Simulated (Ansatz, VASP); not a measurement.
**Li3V in VASP and in Ansatz**

File INCAR:

```
SYSTEM = Li3V
PREC = Accurate
ENCUT = 600
EDIFF = 1E-6
ISMEAR = 0
SIGMA = 0.1
LREAL = .FALSE.
LASPH = .TRUE.
NELM = 150
ALGO = Normal
ISIF = 3
LWAVE = .FALSE.
LCHARG = .FALSE.
ISPIN = 2
MAGMOM = 0.16 0.16 0.16 2.87
LORBIT = 11
LMAXMIX = 4
GGA = PE
IBRION = 2
NSW = 90
EDIFFG = -0.04
```

The input KPOINTS:

```
Automatic mesh
0
G
  6 6 6
  0 0 0
```

Contents of POSCAR:

```
Li3V
1.0
    3.6377425814      0.0000000000      0.0000000000
    0.0000000000      3.6377425814      0.0000000000
    0.0000000000      0.0000000000      3.6377425814
Li V
3 1
Direct
    0.0000000000      0.5000000000      0.5000000000
    0.5000000000      0.0000000000      0.5000000000
    0.5000000000      0.5000000000      0.0000000000
    0.0000000000      0.0000000000      0.0000000000
```

Input for Ansatz:

```yaml
crystal:
  lattice:
    - [3.6377425814, 0.0, 0.0]
    - [0.0, 3.6377425814, 0.0]
    - [0.0, 0.0, 3.6377425814]
  atoms:
    - { symbol: Li, position: [0.0, 0.5, 0.5], spin: 0.16 }
    - { symbol: Li, position: [0.5, 0.0, 0.5], spin: 0.16 }
    - { symbol: Li, position: [0.5, 0.5, 0.0], spin: 0.16 }
    - { symbol: V, position: [0.0, 0.0, 0.0], spin: 2.87 }
basis:
  ecutwfc: 420
kpoints:
  mp_grid: { grid: [6, 6, 6] }
hamiltonian:
  xc: pbe
scf:
  occupations: { method: gaussian, width: 0.1 }
  lower_state_search: "off"
output:
  forces: true
  stress: true
  eigenvalues: true
  populations: true
magnetization:
  spin_polarized: true
relax:
  adjacent_minimum: "off"
  f_tol: 0.04
  max_steps: 70
  cell: { stress_tol: 0.4 }
```

Alike in both runs: task relaxation of cell and atoms; functional PBE; k mesh 6 × 6 × 6; occupations gaussian, width 0.1 eV; collinear spin.

|  | VASP | Ansatz |
| --- | --- | --- |
| version | VASP 6.6.1 | Ansatz 0.2.0 |
| potentials or method | VASP PAW PBE potentials, release 64 (Li_sv, V_sv), cutoff 600 eV | scalar-relativistic, plane waves, PAW |
| valence electrons in the cell | 22 | 22 |

VASP gave:

| Property | Result |
| --- | --- |
| gap on the k mesh at the Fermi level, each at its own relaxed structure (eV) | none |
| net moment per atom (μB) | 1.00 |
| size of the moment on the site where the two differ most (μB) | 0.02 |
| relaxed volume (Å³/atom) | 17.17 |
| relaxed cell length with the largest relative difference (Å) | 4.095 |

Q: Estimate Ansatz's values.

A: gap on the k mesh at the Fermi level, each at its own relaxed structure (eV): none; net moment per atom (μB): 1.00; size of the moment on the site where the two differ most (μB): 0.10; relaxed volume (Å³/atom): 17.41; relaxed cell length with the largest relative difference (Å): 4.114.

Site moments also hang on the region over which each program counts them. A gap of «none» marks a metal or a gap that the smearing closes.

Noted on VASP's run: the cutoff is short for stress, so the pressure is rough; the volume moved by over 15 % at a fixed basis, so the end points are rough.
